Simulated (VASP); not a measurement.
# Tl (Pm-3m) in VASP: single point with LDA

Aim: the single point of Tl with LDA.

All numbers are computed with VASP 6.6.1; they aren't measurements. Logs are shortened: lines on timing, memory, paths and dates and some standing lists are left out, and cuts for length are marked.

## (1) The cell of the first run

The structure is cubic, space group Pm-3m (No. 221). Conventional cell: a = 4.860 Å, b = 4.860 Å, c = 4.860 Å, α = 90.00°, β = 90.00°, γ = 90.00°. Within 4.5 Å of Tl (site symmetry 4/mmm) lie 8 Tl at 3.44 Å.

## (2) Single point, LDA

File INCAR:

```
SYSTEM = Tl
  PREC = Accurate
  ENCUT = 520
  EDIFF = 1E-6
  ISMEAR = 1
  SIGMA = 0.1
  LREAL = .False.
  LASPH = .True.
  NELM = 100
  ALGO = Normal
  ISIF = 2
  LWAVE = .False.
  LCHARG = .True.
  GGA = CA
  LELF = .True.
  LVHAR = .True.
  NBANDS = 26
```

File KPOINTS:

```
regular mesh
0
Gamma
  5 5 5
  0 0 0
```

File POSCAR:

```
Tl
1.0
    4.8595360000      0.0000000000      0.0000000000
    0.0000000000      4.8595360000      0.0000000000
    0.0000000000      0.0000000000      4.8595360000
Tl
3
Direct
    0.0000000000      0.5000000000      0.5000000000
    0.5000000000      0.0000000000      0.5000000000
    0.5000000000      0.5000000000      0.0000000000
```

Potentials or basis: VASP PAW LDA potentials, release 64 (Tl_d).

On the command line:

```bash
$ cat potpaw_LDA.64/Tl_d/POTCAR > POTCAR
$ mpirun -np 1 vasp_std > vasp.out
```

OUTCAR:

```text
SYSTEM = Tl
   PREC = Accurate
   ENCUT = 520
   EDIFF = 1E-6
   ISMEAR = 1
   LREAL = .False.
   LASPH = .True.
   NELM = 100
   ISIF = 2
   GGA = CA

 ion  position               nearest neighbor table
   1  0.000  0.500  0.500-   2 3.44   3 3.44   3 3.44   2 3.44   2 3.44   3 3.44   3 3.44   2 3.44

   2  0.500  0.000  0.500-   1 3.44   3 3.44   3 3.44   1 3.44   3 3.44   3 3.44   1 3.44   1 3.44

   3  0.500  0.500  0.000-   1 3.44   2 3.44   1 3.44   2 3.44   2 3.44   2 3.44   1 3.44   1 3.44

  LATTYP: Found a simple cubic cell.
 ALAT       =     4.8595360000

  Lattice vectors:

 A1 = (   4.8595360000,   0.0000000000,   0.0000000000)
 A2 = (   0.0000000000,   4.8595360000,   0.0000000000)
 A3 = (   0.0000000000,   0.0000000000,   4.8595360000)

Analysis of symmetry for initial positions (statically):
=====================================================================
 Subroutine PRICEL returns:
 Original cell was already a primitive cell.

 Routine SETGRP: Setting up the symmetry group for a
 simple cubic supercell.

 Subroutine GETGRP returns: Found 48 space group operations
 (whereof 48 operations were pure point group operations)
 out of a pool of 48 trial point group operations.

The static configuration has the point symmetry O_h .

Analysis of symmetry for dynamics (positions and initial velocities):
=====================================================================
 Subroutine PRICEL returns:
 Original cell was already a primitive cell.

 Routine SETGRP: Setting up the symmetry group for a
 simple cubic supercell.

 Subroutine GETGRP returns: Found 48 space group operations
 (whereof 48 operations were pure point group operations)
 out of a pool of 48 trial point group operations.

The dynamic configuration has the point symmetry O_h .

 Subroutine INISYM returns: Found 48 space group operations
 (whereof 48 operations are pure point group operations),
 and found     1 'primitive' translations

----------------------------------------------------------------------------------------

                                     Primitive cell

  volume of cell :     114.7584

  direct lattice vectors                    reciprocal lattice vectors
     4.859536000  0.000000000  0.000000000     0.205780963  0.000000000  0.000000000
     0.000000000  4.859536000  0.000000000     0.000000000  0.205780963  0.000000000
     0.000000000  0.000000000  4.859536000     0.000000000  0.000000000  0.205780963

  length of vectors
     4.859536000  4.859536000  4.859536000     0.205780963  0.205780963  0.205780963

  position of ions in fractional coordinates (direct lattice)
     0.000000000  0.500000000  0.500000000
     0.500000000  0.000000000  0.500000000
     0.500000000  0.500000000  0.000000000

  ion indices of the primitive-cell ions
   primitive index   ion index
                 1           1
                 2           2
                 3           3

----------------------------------------------------------------------------------------

 KPOINTS: regular mesh

Automatic generation of k-mesh.
 Grid dimensions read from file:
 generate k-points for:    5    5    5

 Generating k-lattice:

  Cartesian coordinates                     Fractional coordinates (reciprocal lattice)
     0.041156193  0.000000000  0.000000000     0.200000000  0.000000000  0.000000000
     0.000000000  0.041156193  0.000000000     0.000000000  0.200000000  0.000000000
     0.000000000  0.000000000  0.041156193     0.000000000  0.000000000  0.200000000

  Length of vectors
     0.041156193  0.041156193  0.041156193

  Shift w.r.t. Gamma in fractional coordinates (k-lattice)
     0.000000000  0.000000000  0.000000000

 Subroutine IBZKPT returns following result:
 ===========================================

 Found     10 irreducible k-points:

 Following reciprocal coordinates:
            Coordinates               Weight
  0.000000  0.000000  0.000000      1.000000
  0.200000  0.000000  0.000000      6.000000
  0.400000  0.000000  0.000000      6.000000
  0.200000  0.200000  0.000000     12.000000
  0.400000  0.200000  0.000000     24.000000
  0.400000  0.400000  0.000000     12.000000
  0.200000  0.200000  0.200000      8.000000
  0.400000  0.200000  0.200000     24.000000
  0.400000  0.400000  0.200000     24.000000
  0.400000  0.400000  0.400000      8.000000
   k-points           NKPTS =     10   k-points in BZ     NKDIM =     10   number of bands    NBANDS=     26
   number of dos      NEDOS =    301   number of ions     NIONS =      3
   total plane-waves  NPLWV =  46656
   dimension x,y,z NGX =    36 NGY =   36 NGZ =   36
   dimension x,y,z NGXF=    72 NGYF=   72 NGZF=   72
   ions per type =               3
   NGX,Y,Z   is equivalent  to a cutoff of  12.32, 12.32, 12.32 a.u.
   NGXF,Y,Z  is equivalent  to a cutoff of  24.63, 24.63, 24.63 a.u.
 SYSTEM =  Tl
   PREC   = accura    normal or accurate (medium, high low for compatibility)
   ISTART =      0    job   : 0-new  1-cont  2-samecut
   ICHARG =      2    charge: 1-file 2-atom 10-const
   ISPIN  =      1    spin polarized calculation?
   LNONCOLLINEAR =      F non collinear calculations
   LSORBIT =      F    spin-orbit coupling
   LASPH  =      T    aspherical Exc in radial PAW
   ENCUT  =  520.0 eV  38.22 Ry    6.18 a.u.   9.04  9.04  9.04*2*pi/ulx,y,z
   NELM   =    100;   NELMIN=  2; NELMDL= -5     # of ELM steps
   EDIFF  = 0.1E-05   stopping-criterion for ELM
   LREAL  =      F    real-space projection
   EDIFFG = 0.1E-04   stopping-criterion for IOM
   NSW    =      0    number of steps for IOM
   IBRION =     -1    ionic relax: 0-MD 1-quasi-New 2-CG
   NFREE  =      0    steps in history (QN), initial steepest desc. (CG)
   ISIF   =      2    stress and relaxation
   ISYM   =      2    0-nonsym 1-usesym 2-fastsym
   POTIM  = 0.5000    time-step for ionic-motion
   TEBEG  =    0.0;   TEEND  =   0.0 temperature during run
   PSTRESS=    0.0 pullay stress
   NELECT =      39.0000    total number of electrons
   NUPDOWN=      -1.0000    fix difference up-down
   EMIN   =  10.00;   EMAX   =-10.00  energy-range for DOS
   EFERMI =   0.00;   METHOD = LEGACY
   ISMEAR =     1;   SIGMA  =   0.10  broadening in eV -4-tet -1-fermi 0-gaus
   EFERMI_NEDOS =   21; number of points for ismear=-14 and -15
   IALGO  =     38    algorithm
   IMIX   =      4    mixing-type and parameters
     AMIX     =   0.40;   BMIX     =  1.00
     AMIX_MAG =   1.60;   BMIX_MAG =  1.00
  volume/ion in A,a.u.               =      38.25       258.14
  Fermi-wavevector in a.u.,A,eV,Ry     =   1.142444  2.158906 17.758027  1.305178
  Thomas-Fermi vector in A             =   2.279142
   LORBIT       =      0    0 simple, 1 ext, 2 COOP (PROOUT), +10 PAW based schemes
   GGA     = CA    functional components
   LHFCALC =     F    Hartree Fock is set to
   AEXX    =    0.0000 exact exchange contribution
   IVDW    =     0    specifies the selected vdW correction
   LEPSILON=     F    determine dielectric tensor
   LRPA    =     F    only Hartree local field effects (RPA)
 non-spin polarized calculation
 Methfessel and Paxton  Order N= 1 SIGMA  =   0.10
  energy-cutoff  :      520.00
  volume of cell :      114.76
 maximum number of plane-waves:      3100
   NGX = 19   NGY = 19   NGZ = 19

 number of electron      39.0000009 magnetization

 Free energy of the ion-electron system (eV)
  ---------------------------------------------------
  ext. energy  EPLUGINS =         0.00000000
  ---------------------------------------------------
  free energy    TOTEN  =        -8.00216065 eV

  energy without entropy =       -8.00454987  energy(sigma->0) =       -8.00295706

 E-fermi :   3.7409     XC(G=0):  -8.9832

 val. band max:        3.6529454532   @ k =   0.4000   0.2000   0.0000
 cond. band min:       4.0719804265   @ k =   0.4000   0.2000   0.2000
 fundamental gap:      0.4190349733
 Fermi energy:         3.7409158104

 k-point     1 :       0.0000    0.0000    0.0000
  band No.  band energies     occupation
      1      -8.0946      2.00000
      2      -8.0932      2.00000
      3      -8.0932      2.00000
      4      -8.0932      2.00000
      5      -7.8967      2.00000
      6      -7.8967      2.00000
[... 18 lines left out ...]
     25       8.3065      0.00000
     26      10.2869      0.00000

 k-point     2 :       0.2000    0.0000    0.0000
  band No.  band energies     occupation
      1      -8.0822      2.00000
      2      -8.0406      2.00000
      3      -8.0310      2.00000
      4      -8.0310      2.00000
      5      -7.8857      2.00000
      6      -7.8507      2.00000
[... 18 lines left out ...]
     25       8.3030      0.00000
     26       8.9642      0.00000

 k-point     3 :       0.4000    0.0000    0.0000
  band No.  band energies     occupation
      1      -8.0632      2.00000
      2      -7.9283      2.00000
      3      -7.8639      2.00000
      4      -7.8639      2.00000
      5      -7.8619      2.00000
      6      -7.7471      2.00000
[... 18 lines left out ...]
     25       7.2750      0.00000
     26      10.1732      0.00000

 k-point     4 :       0.2000    0.2000    0.0000
  band No.  band energies     occupation
      1      -8.0411      2.00000
      2      -8.0269      2.00000
      3      -8.0002      2.00000
      4      -7.9629      2.00000
      5      -7.8579      2.00000
      6      -7.8134      2.00000
[... 18 lines left out ...]
     25       8.2344      0.00000
     26       9.2053      0.00000
[... 90 lines left out ...]
      1      -8.0070      2.00000
      2      -7.9233      2.00000
      3      -7.8913      2.00000
      4      -7.8245      2.00000
      5      -7.7973      2.00000
      6      -7.7495      2.00000
[... 18 lines left out ...]
     25       9.3735      0.00000
     26       9.8374      0.00000

 k-point     9 :       0.4000    0.4000    0.2000
  band No.  band energies     occupation
      1      -7.9671      2.00000
      2      -7.9129      2.00000
      3      -7.8877      2.00000
      4      -7.8666      2.00000
      5      -7.8220      2.00000
      6      -7.7761      2.00000
[... 18 lines left out ...]
     25       9.2712      0.00000
     26       9.9873      0.00000

 k-point    10 :       0.4000    0.4000    0.4000
  band No.  band energies     occupation
      1      -7.9913      2.00000
      2      -7.9423      2.00000
      3      -7.9423      2.00000
      4      -7.8741      2.00000
      5      -7.8699      2.00000
      6      -7.8699      2.00000
[... 18 lines left out ...]
     25      10.7383      0.00000
     26      11.8901      0.00000

------------------------ aborting loop because EDIFF is reached ----------------------------------------

  FORCE on cell =-STRESS in cart. coord.  units (eV):
  Direction    XX          YY          ZZ          XY          YZ          ZX
  --------------------------------------------------------------------------------------
  -------------------------------------------------------------------------------------
  Total       -2.9310070     -2.9310070     -2.9310070     -0.0000000      0.0000000     -0.0000000
  in kB      -40.9206975    -40.9206975    -40.9206975     -0.0000000      0.0000000     -0.0000000
  external PRESSURE =     -40.9206975 kB  Pullay stress =       0.0000000 kB

 VOLUME and BASIS-vectors are now :
 -----------------------------------------------------------------------------
  energy-cutoff  :      520.00
  volume of cell :      114.76
      direct lattice vectors                 reciprocal lattice vectors
     4.859536000  0.000000000  0.000000000     0.205780963  0.000000000  0.000000000
     0.000000000  4.859536000  0.000000000     0.000000000  0.205780963  0.000000000
     0.000000000  0.000000000  4.859536000     0.000000000  0.000000000  0.205780963

 POSITION                                       TOTAL-FORCE (eV/Angst)
 -----------------------------------------------------------------------------------
      0.00000      2.42977      2.42977         0.000000      0.000000      0.000000
      2.42977      0.00000      2.42977         0.000000      0.000000      0.000000
      2.42977      2.42977      0.00000         0.000000      0.000000      0.000000
 -----------------------------------------------------------------------------------
    total drift:                                0.000000      0.000000      0.000000

  FREE ENERGIE OF THE ION-ELECTRON SYSTEM (eV)
  ---------------------------------------------------
  free  energy   TOTEN  =        -8.0021606461 eV

  energy  without entropy=       -8.0045498739  energy(sigma->0) =       -8.00295706
```

Run time: 20 s. Hardware: 1 thread of Intel Xeon Platinum 8488C (Sapphire Rapids), shared host; peak memory 0.17 GiB.

What came out:

| Item | Value |
| --- | --- |
| Free energy | -8.0022 eV |
| Pressure | -4.1 GPa |

Caveat: spin-orbit coupling is left out, which moves the levels of the heavy elements.
